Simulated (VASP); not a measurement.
The system is ZnS.

```
Zn S
1.0
     3.74466    0.00000    0.00000
    -1.87233    3.24297    0.00000
     0.00000    0.00000   12.26442
Zn S
4 4
Direct
  0.66667 0.33333 0.75000
  0.33333 0.66667 0.25000
  0.00000 0.00000 0.50000
  0.00000 0.00000 0.00000
  0.66667 0.33333 0.93750
  0.33333 0.66667 0.43750
  0.00000 0.00000 0.68750
  0.00000 0.00000 0.18750
```

Program: VASP 6.6.1. Alike in all runs: task single point; potentials or basis VASP PAW PBE potentials, release 64 (Zn, S); no spin polarisation; cell as given; k mesh 8 × 8 × 3; cutoff (eV) 520; smearing fermi-dirac 0.05 eV.

Question: Order these runs on this cell by their band gap on the k mesh, lowest first.
A. level PBEsol
B. level r2SCAN
C. level RPBE

Answer: A (2.27 eV), C (2.58 eV), B (2.99 eV).

Caveats: an odd mesh through Γ misses points on the zone boundary, where band edges can lie.
